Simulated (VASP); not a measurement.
# Al2O3 (R-3c) in VASP: notebook, part 2 of 2

VASP 6.6.1.

### Step 4. Single point, PBEsol

This run uses another cell than the first one: it holds 40 atoms, not 10.

Input file INCAR:

```
SYSTEM = Al2O3
PREC = Accurate ; ENCUT = 520
EDIFF = 1E-6 ; ISMEAR = 0
SIGMA = 0.02 ; LREAL = Auto
LASPH = .True. ; NELM = 60
ALGO = Normal ; ISIF = 2
LWAVE = .False. ; LCHARG = .False.
GGA = PS ; NBANDS = 122
```

Input file KPOINTS:

```
Automatic mesh
0
Gamma
  2 2 2
  0.5 0.5 0.5
```

Input file POSCAR:

```
Al2O3
1.0
   -4.7738611797     -2.7561900372      4.3382851415
    4.7738611797     -2.7561900372      4.3382851415
    0.0000000000      5.5123800743      4.3382851415
Al O
16 24
Direct
    0.1479209717      0.1479209717      0.1479209717
    0.6479209717      0.6479209717      0.1479209717
    0.6479209717      0.1479209717      0.6479209717
    0.1479209717      0.6479209717      0.6479209717
    0.3520790283      0.3520790283      0.3520790283
    0.8520790283      0.8520790283      0.3520790283
    0.8520790283      0.3520790283      0.8520790283
    0.3520790283      0.8520790283      0.8520790283
    0.6479209717      0.6479209717      0.6479209717
    0.1479209717      0.1479209717      0.6479209717
    0.1479209717      0.6479209717      0.1479209717
    0.6479209717      0.1479209717      0.1479209717
    0.8520790283      0.8520790283      0.8520790283
    0.3520790283      0.3520790283      0.8520790283
    0.3520790283      0.8520790283      0.3520790283
    0.8520790283      0.3520790283      0.3520790283
    0.4029299273      0.5970700727      0.7500000000
    0.9029299273      0.0970700727      0.7500000000
    0.9029299273      0.5970700727      0.2500000000
    0.4029299273      0.0970700727      0.2500000000
    0.4029299273      0.2500000000      0.5970700727
    0.9029299273      0.7500000000      0.5970700727
    0.9029299273      0.2500000000      0.0970700727
    0.4029299273      0.7500000000      0.0970700727
    0.5970700727      0.7500000000      0.4029299273
    0.0970700727      0.2500000000      0.4029299273
    0.0970700727      0.7500000000      0.9029299273
    0.5970700727      0.2500000000      0.9029299273
    0.7500000000      0.4029299273      0.5970700727
    0.2500000000      0.9029299273      0.5970700727
    0.2500000000      0.4029299273      0.0970700727
    0.7500000000      0.9029299273      0.0970700727
    0.2500000000      0.5970700727      0.4029299273
    0.7500000000      0.0970700727      0.4029299273
    0.7500000000      0.5970700727      0.9029299273
    0.2500000000      0.0970700727      0.9029299273
    0.5970700727      0.4029299273      0.2500000000
    0.0970700727      0.9029299273      0.2500000000
    0.0970700727      0.4029299273      0.7500000000
    0.5970700727      0.9029299273      0.7500000000
```

Potentials or basis: VASP PAW PBE potentials, release 64 (Al, O).

On the command line:

```bash
> cat potpaw_PBE.64/Al/POTCAR potpaw_PBE.64/O/POTCAR > POTCAR
> mpirun -np 1 vasp_std > vasp.out
```

OUTCAR:

```text
SYSTEM = Al2O3
   PREC = Accurate
   ENCUT = 520
   EDIFF = 1E-6
   ISMEAR = 0
   LREAL = Auto
   LASPH = .True.
   NELM = 60
   ISIF = 2
   GGA = PS

 ion  position               nearest neighbor table
   1  0.148  0.148  0.148-  36 1.86  23 1.86  38 1.86  26 1.97  20 1.97  31 1.97   5 2.66  15 2.80
                            16 2.80  14 2.80   8 3.23   7 3.23   6 3.23
   2  0.648  0.648  0.148-  35 1.86  24 1.86  37 1.86  25 1.97  19 1.97  32 1.97   6 2.66  15 2.80
                            16 2.80  13 2.80   8 3.23   7 3.23   5 3.23
   3  0.648  0.148  0.648-  34 1.86  21 1.86  40 1.86  28 1.97  18 1.97  29 1.97   7 2.66  13 2.80
                            14 2.80  16 2.80   5 3.23   6 3.23   8 3.23
   4  0.148  0.648  0.648-  33 1.86  22 1.86  39 1.86  27 1.97  17 1.97  30 1.97   8 2.66  13 2.80
                            14 2.80  15 2.80   5 3.23   6 3.23   7 3.23
   5  0.352  0.352  0.352-  21 1.86  33 1.86  37 1.86  31 1.97  20 1.97  26 1.97   1 2.66  11 2.80
                            12 2.80  10 2.80   4 3.23   3 3.23   2 3.23
   6  0.852  0.852  0.352-  22 1.86  34 1.86  38 1.86  32 1.97  19 1.97  25 1.97   2 2.66  11 2.80
                            12 2.80   9 2.80   4 3.23   3 3.23   1 3.23
   7  0.852  0.352  0.852-  23 1.86  35 1.86  39 1.86  29 1.97  18 1.97  28 1.97   3 2.66   9 2.80
                            10 2.80  12 2.80   1 3.23   2 3.23   4 3.23
   8  0.352  0.852  0.852-  24 1.86  36 1.86  40 1.86  30 1.97  17 1.97  27 1.97   4 2.66   9 2.80
                            10 2.80  11 2.80   1 3.23   2 3.23   3 3.23
   9  0.648  0.648  0.648-  25 1.86  29 1.86  17 1.86  35 1.97  40 1.97  22 1.97  13 2.66   8 2.80
[... 46 lines left out ...]
 A1 = (  -4.7738611797,  -2.7561900372,   4.3382851415)
 A2 = (   4.7738611797,  -2.7561900372,   4.3382851415)
 A3 = (   0.0000000000,   5.5123800743,   4.3382851415)

Analysis of symmetry for initial positions (statically):
=====================================================================
 Subroutine PRICEL returns following result:

  LATTYP: Found a trigonal (rhomboedric) cell.
 ALAT       =     5.1397764047
 COS(alpha) =     0.5686586200

  Lattice vectors:

 A1 = (   0.0000000000,  -2.7561900372,   4.3382851415)
 A2 = (   2.3869305898,   1.3780950186,   4.3382851415)
 A3 = (  -2.3869305898,   1.3780950186,   4.3382851415)

   4 primitive cells build up your supercell.

 Routine SETGRP: Setting up the symmetry group for a
 trigonal (rhombohedral) supercell.

 Subroutine GETGRP returns: Found 12 space group operations
 (whereof  6 operations were pure point group operations)
 out of a pool of 12 trial point group operations.

The static configuration has the point symmetry S_6 .
 The point group associated with its full space group is D_3d.

Analysis of symmetry for dynamics (positions and initial velocities):
=====================================================================
 Subroutine PRICEL returns following result:

  LATTYP: Found a trigonal (rhomboedric) cell.
 ALAT       =     5.1397764047
 COS(alpha) =     0.5686586200

  Lattice vectors:

 A1 = (   0.0000000000,  -2.7561900372,   4.3382851415)
 A2 = (   2.3869305898,   1.3780950186,   4.3382851415)
 A3 = (  -2.3869305898,   1.3780950186,   4.3382851415)

   4 primitive cells build up your supercell.

 Routine SETGRP: Setting up the symmetry group for a
 trigonal (rhombohedral) supercell.

 Subroutine GETGRP returns: Found 12 space group operations
 (whereof  6 operations were pure point group operations)
 out of a pool of 12 trial point group operations.

The dynamic configuration has the point symmetry S_6 .
 The point group associated with its full space group is D_3d.

[... 83 lines left out ...]
   ISTART =      0    job   : 0-new  1-cont  2-samecut
   ICHARG =      2    charge: 1-file 2-atom 10-const
   ISPIN  =      1    spin polarized calculation?
   LNONCOLLINEAR =      F non collinear calculations
   LSORBIT =      F    spin-orbit coupling
   LASPH  =      T    aspherical Exc in radial PAW
   ENCUT  =  520.0 eV  38.22 Ry    6.18 a.u.  13.04 13.04 13.04*2*pi/ulx,y,z
   NELM   =     60;   NELMIN=  2; NELMDL= -5     # of ELM steps
   EDIFF  = 0.1E-05   stopping-criterion for ELM
   LREAL  =      T    real-space projection
   EDIFFG = 0.1E-04   stopping-criterion for IOM
   NSW    =      0    number of steps for IOM
   IBRION =     -1    ionic relax: 0-MD 1-quasi-New 2-CG
   NFREE  =      0    steps in history (QN), initial steepest desc. (CG)
   ISIF   =      2    stress and relaxation
   ISYM   =      2    0-nonsym 1-usesym 2-fastsym
   POTIM  = 0.5000    time-step for ionic-motion
   TEBEG  =    0.0;   TEEND  =   0.0 temperature during run
   PSTRESS=    0.0 pullay stress
   NELECT =     192.0000    total number of electrons
   NUPDOWN=      -1.0000    fix difference up-down
   EMIN   =  10.00;   EMAX   =-10.00  energy-range for DOS
   EFERMI =   0.00;   METHOD = LEGACY
   ISMEAR =     0;   SIGMA  =   0.02  broadening in eV -4-tet -1-fermi 0-gaus
   EFERMI_NEDOS =   21; number of points for ismear=-14 and -15
   IALGO  =     38    algorithm
   IMIX   =      4    mixing-type and parameters
     AMIX     =   0.40;   BMIX     =  1.00
     AMIX_MAG =   1.60;   BMIX_MAG =  1.00
  volume/ion in A,a.u.               =       8.56        57.78
  Fermi-wavevector in a.u.,A,eV,Ry     =   1.349872  2.550888 24.791903  1.822153
  Thomas-Fermi vector in A             =   2.477423
   LORBIT       =      0    0 simple, 1 ext, 2 COOP (PROOUT), +10 PAW based schemes
   GGA     = PS    functional components
   LHFCALC =     F    Hartree Fock is set to
   AEXX    =    0.0000 exact exchange contribution
   IVDW    =     0    specifies the selected vdW correction
   LEPSILON=     F    determine dielectric tensor
   LRPA    =     F    only Hartree local field effects (RPA)
 non-spin polarized calculation
 Gauss-broadening in eV      SIGMA  =   0.02
  energy-cutoff  :      520.00
  volume of cell :      342.49
 maximum number of plane-waves:      9235
 NGX is ok and might be reduce to    54

 number of electron     191.9999913 magnetization

 Free energy of the ion-electron system (eV)
  ---------------------------------------------------
  ext. energy  EPLUGINS =         0.00000000
  ---------------------------------------------------
  free energy    TOTEN  =      -314.66950002 eV

  energy without entropy =     -314.66950002  energy(sigma->0) =     -314.66950002

 E-fermi :   6.0097     XC(G=0): -11.9060

 val. band max:        5.8419065190   @ k =   0.2500   0.2500   0.2500
 cond. band min:      12.9740390636   @ k =   0.2500   0.2500   0.2500
 fundamental gap:      7.1321325446
 Fermi energy:         6.0096947543

 k-point     1 :       0.2500    0.2500    0.2500
  band No.  band energies     occupation
      1     -12.9296      2.00000
      2     -12.1451      2.00000
      3     -12.1451      2.00000
      4     -12.1451      2.00000
      5     -11.5985      2.00000
      6     -11.5985      2.00000
[... 100 lines left out ...]
    107      15.5140      0.00000
    108      16.1212      0.00000

 k-point     2 :      -0.2500    0.2500    0.2500
  band No.  band energies     occupation
      1     -12.8819      2.00000
      2     -12.2479      2.00000
      3     -12.1762      2.00000
      4     -12.1762      2.00000
      5     -11.6898      2.00000
      6     -11.5470      2.00000
[... 100 lines left out ...]
    107      15.8609      0.00000
    108      16.1973      0.00000
 [bands above 108 left out]

------------------------ aborting loop because EDIFF is reached ----------------------------------------

  FORCE on cell =-STRESS in cart. coord.  units (eV):
  Direction    XX          YY          ZZ          XY          YZ          ZX
  --------------------------------------------------------------------------------------
  -------------------------------------------------------------------------------------
  Total        0.3251648      0.3251648      0.0296041      0.0000000     -0.0000000      0.0000000
  in kB        1.5211280      1.5211280      0.1384885      0.0000000     -0.0000000      0.0000000
  external PRESSURE =       1.0602482 kB  Pullay stress =       0.0000000 kB

 VOLUME and BASIS-vectors are now :
 -----------------------------------------------------------------------------
  energy-cutoff  :      520.00
  volume of cell :      342.49
      direct lattice vectors                 reciprocal lattice vectors
    -4.773861180 -2.756190037  4.338285142    -0.104737021 -0.060469947  0.076835275
     4.773861180 -2.756190037  4.338285142     0.104737021 -0.060469947  0.076835275
     0.000000000  5.512380074  4.338285142     0.000000000  0.120939895  0.076835275

 POSITION                                       TOTAL-FORCE (eV/Angst)
 -----------------------------------------------------------------------------------
      0.00000     -0.00000      1.92517        -0.000000     -0.000000      0.005710
      0.00000     -2.75619      6.26346        -0.000000     -0.000000      0.005710
     -2.38693      1.37810      6.26346        -0.000000     -0.000000      0.005710
      2.38693      1.37810      6.26346        -0.000000     -0.000000      0.005710
      0.00000     -0.00000      4.58226        -0.000000      0.000000     -0.005710
      0.00000     -2.75619      8.92054        -0.000000      0.000000     -0.005710
[... 32 lines left out ...]
      1.46013      2.75619      5.42286        -0.003404      0.000000      0.000000
      1.46013     -0.00000      9.76114        -0.003404      0.000000      0.000000
 -----------------------------------------------------------------------------------
    total drift:                                0.000000      0.000000      0.000000

  FREE ENERGIE OF THE ION-ELECTRON SYSTEM (eV)
  ---------------------------------------------------
  free  energy   TOTEN  =      -314.6695000248 eV

  energy  without entropy=     -314.6695000248  energy(sigma->0) =     -314.66950002
```

It took 93 s on 1 thread of Intel Xeon Platinum 8488C (Sapphire Rapids), shared host; peak memory 0.38 GiB.

Results:

| Property | Result |
| --- | --- |
| Free energy | -314.6695 eV |
| Pressure | 0.1 GPa |
| Largest force | 0.006 eV/Å |
| Band gap on the k mesh | 7.13 eV |

Forces in eV/Å, atoms in the order of the input:
```
Al   0.000  0.000  0.006
Al   0.000  0.000  0.006
Al   0.000  0.000  0.006
Al   0.000  0.000  0.006
Al   0.000  0.000 -0.006
Al   0.000  0.000 -0.006
Al   0.000  0.000 -0.006
Al   0.000  0.000 -0.006
Al   0.000  0.000  0.006
Al   0.000  0.000  0.006
Al   0.000  0.000  0.006
Al   0.000  0.000  0.006
Al   0.000  0.000 -0.006
Al   0.000  0.000 -0.006
Al   0.000  0.000 -0.006
Al   0.000  0.000 -0.006
O    0.003  0.000  0.000
O    0.003  0.000  0.000
O    0.003  0.000  0.000
O    0.003  0.000  0.000
O    0.002  0.003  0.000
O    0.002  0.003  0.000
O    0.002  0.003  0.000
O    0.002  0.003  0.000
O   -0.002 -0.003  0.000
O   -0.002 -0.003  0.000
O   -0.002 -0.003  0.000
O   -0.002 -0.003  0.000
O   -0.002  0.003  0.000
O   -0.002  0.003  0.000
O   -0.002  0.003  0.000
O   -0.002  0.003  0.000
O    0.002 -0.003  0.000
O    0.002 -0.003  0.000
O    0.002 -0.003  0.000
O    0.002 -0.003  0.000
O   -0.003  0.000  0.000
O   -0.003  0.000  0.000
O   -0.003  0.000  0.000
O   -0.003  0.000  0.000
```

Stress tensor (GPa, compression positive):
```
0.15 0.00 0.00
0.00 0.15 0.00
0.00 0.00 0.01
```

Caveat: the PAW data sets were made with another functional, which shifts forces and pressure a little; a shifted mesh leaves out Γ, where band edges can lie. A k mesh can miss the band edges.

### Step 5. Relaxation of cell and atoms, PBEsol

This run uses another cell than the first one, of 8.74 Å³/atom.

Input file INCAR:

```
SYSTEM = Al2O3
PREC = Accurate
ENCUT = 600
EDIFF = 1E-6
ISMEAR = 0
SIGMA = 0.02
LREAL = .FALSE.
LASPH = .TRUE.
NELM = 80
ALGO = Normal
ISIF = 3
LWAVE = .FALSE.
LCHARG = .FALSE.
GGA = PS
IBRION = 2
NSW = 100
EDIFFG = -0.005
```

Input file KPOINTS:

```
regular mesh
0
G
  6 6 6
  0 0 0
```

Input file POSCAR:

```
Al2O3
1.0
    2.4025136104      1.3870918797      4.3720844159
   -2.4025136104      1.3870918797      4.3720844159
    0.0000000000     -2.7741837594      4.3720844159
Al O
4 6
Direct
    0.1479040000      0.1479040000      0.1479040000
    0.3520960000      0.3520960000      0.3520960000
    0.6479040000      0.6479040000      0.6479040000
    0.8520960000      0.8520960000      0.8520960000
    0.9438545000      0.5561455000      0.2500000000
    0.4438545000      0.7500000000      0.0561455000
    0.5561455000      0.2500000000      0.9438545000
    0.2500000000      0.9438545000      0.5561455000
    0.7500000000      0.0561455000      0.4438545000
    0.0561455000      0.4438545000      0.7500000000
```

On the command line:

```bash
> cat potpaw_PBE.64/Al/POTCAR potpaw_PBE.64/O/POTCAR > POTCAR
> mpirun -np 1 vasp_std > vasp.out
```

Wall time 4.8 min (1 thread of Intel Xeon Platinum 8488C (Sapphire Rapids), shared host); peak memory 0.29 GiB.

The run converged. Its results:

| Item | Value |
| --- | --- |
| Free energy | -78.6885 eV |
| Relaxed volume | 8.56 Å³/atom |
| Relaxed cell | a = 5.138 Å, b = 5.138 Å, c = 5.138 Å, α = 55.35°, β = 55.35°, γ = 55.35° |
| Space group after relaxing (to 0.1 Å) | R-3c (No. 167) |
| Energy gained by relaxing | 3.1 meV/atom |
| Ionic steps | 8 |
| Pressure after relaxing | -0.1 GPa |
| Band gap on the k mesh | 6.05 eV |

Forces in eV/Å, atoms in the order of the input:
```
Al   0.000  0.000 -0.002
Al   0.000  0.000  0.002
Al   0.000  0.000 -0.002
Al   0.000  0.000  0.002
O    0.002  0.000  0.000
O    0.001  0.001  0.000
O   -0.001 -0.001  0.000
O   -0.001  0.001  0.000
O    0.001 -0.001  0.000
O   -0.002  0.000  0.000
```

Step by step:
```
step  energy change (eV)  largest force (eV/Å)  pressure (GPa)  volume (Å³)
   1              0.0000                0.0559           -5.11        87.42
   2             -0.0075                0.0499            4.78        83.94
   3             -0.0309                0.0095            0.00        85.54
   4             -0.0309                0.0095            0.10        85.50
   5             -0.0310                0.0069            0.10        85.49
   6             -0.0310                0.0059            0.10        85.49
   7             -0.0310                0.0051            0.10        85.49
   8             -0.0311                0.0020           -0.07        85.55
```

Final structure:
```
Al O
1.0
     2.38642    1.37780    4.33664
    -2.38642    1.37780    4.33664
     0.00000   -2.75560    4.33664
Al O
4 6
Direct
  0.14794 0.14794 0.14794
  0.35206 0.35206 0.35206
  0.64794 0.64794 0.64794
  0.85206 0.85206 0.85206
  0.94417 0.55583 0.25000
  0.44417 0.75000 0.05583
  0.55583 0.25000 0.94417
  0.25000 0.94417 0.55583
  0.75000 0.05583 0.44417
  0.05583 0.44417 0.75000
```

Levels at points of the mesh, in eV from the valence-band top:
| k point | band 20 | band 21 | band 22 | band 23 | band 24 | band 25 | band 26 | band 27 | band 28 | band 29 |
| --- | --- | --- | --- | --- | --- | --- | --- | --- | --- | --- |
| (0.00, 0.00, 0.00) | -0.50 | -0.50 | -0.04 | -0.04 | 0.00 | 6.05 | 8.91 | 10.60 | 11.35 | 11.35 |
| (0.50, 0.00, 0.00) | -1.32 | -0.91 | -0.91 | -0.27 | -0.27 | 9.27 | 9.27 | 9.49 | 9.49 | 11.55 |
| (0.50, 0.50, 0.00) | -1.30 | -1.02 | -0.91 | -0.74 | -0.25 | 9.41 | 9.56 | 9.74 | 10.23 | 10.97 |
| (0.50, 0.50, 0.50) | -2.01 | -0.38 | -0.38 | -0.38 | -0.38 | 8.49 | 8.49 | 10.91 | 10.91 | 12.32 |

Caveat: the PAW data sets were made with another functional, which shifts forces and pressure a little.

### Step 6. The runs side by side

| task | cell | k mesh | cutoff (eV) | gap on the mesh (eV) | pressure (GPa) |
| --- | --- | --- | --- | --- | --- |
| single point | a = 5.140 Å, angles 55.3°, 10 atoms, atomic positions A | 6 × 6 × 6 | 520 | 6.04 | 0.1 |
| single point | a = 7.015 Å, angles 85.8°, 40 atoms, atomic positions B | 2 × 2 × 2, shifted | 520 | 7.13 | 0.1 |
| relaxation of cell and atoms | relaxed from a = 5.178 Å, angles 55.3°, 10 atoms, atomic positions A | 6 × 6 × 6 | 600 | 6.05 | -0.1 |

Alike in all rows: level PBEsol; potentials or basis VASP PAW PBE potentials, release 64 (Al, O); no spin polarisation; smearing gaussian 0.02 eV.

Caveats: the PAW data sets were made with another functional, which shifts forces and pressure a little; a shifted mesh leaves out Γ, where band edges can lie (at least some runs).

Absolute energies hang on the potentials; compare differences alone.
